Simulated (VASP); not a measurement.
Crystal: B5W.

```xyz
6
Lattice="4.3573 0.0000 0.0000 -2.1786 3.7735 0.0000 0.0000 0.0000 3.5304" Properties=species:S:1:pos:R:3 pbc="T T T"
B    -1.0893    1.8868    1.7652
B     0.0000    2.5157    0.0000
B     2.1786    1.2578    0.0000
B     2.1786    0.0000    1.7652
B     1.0893    1.8868    1.7652
W     0.0000    0.0000    0.0000
```

The cell was built from a structure type or drawn by symmetry, and may not be a known phase.

* Program: VASP 6.6.1
* Task: relaxation of cell and atoms
* Functional: PBE
* Potentials or basis: VASP PAW PBE potentials, release 64 (B, W_sv)
* Cutoff: 600 eV
* k mesh: 6 × 6 × 6
* Occupations: gaussian, width 0.1 eV
* Spin: no spin polarisation

At the start: pressure -45.5 GPa; volume 9.67 Å³/atom.

How do energy, volume and symmetry change on relaxing?

Over 7 steps the energy falls by 496.3 meV/atom and the volume is 7.35 Å³/atom (-24.0 %); space group P6/mmm (No. 191, to 0.1 Å) before and after.

Step by step:
| step | energy change (eV) | largest force (eV/Å) | pressure (GPa) | volume (Å³) |
| --- | --- | --- | --- | --- |
| 1 | 0.0000 | 0.0000 | -45.48 | 58.05 |
| 2 | -1.6550 | 0.0000 | 63.20 | 37.87 |
| 3 | -2.6431 | 0.0000 | 1.81 | 44.00 |
| 4 | -2.9551 | 0.0000 | 7.30 | 43.08 |
| 5 | -2.9555 | 0.0000 | 7.07 | 43.11 |
| 6 | -2.9628 | 0.0000 | -5.45 | 44.93 |
| 7 | -2.9777 | 0.0000 | -0.04 | 44.09 |

Final structure:
```yaml
crystal:
  lattice:
    - [4.13102, 0.00000, 0.00000]
    - [-2.06551, 3.57757, 0.00000]
    - [0.00000, 0.00000, 2.98344]
  atoms:
    - { symbol: B, position: [0.00000, 0.50000, 0.50000] }
    - { symbol: B, position: [0.33333, 0.66667, 0.00000] }
    - { symbol: B, position: [0.66667, 0.33333, 0.00000] }
    - { symbol: B, position: [0.50000, 0.00000, 0.50000] }
    - { symbol: B, position: [0.50000, 0.50000, 0.50000] }
    - { symbol: W, position: [0.00000, 0.00000, 0.00000] }
```

Caveat: the volume moved by over 15 % at a fixed basis, so the end points are rough.
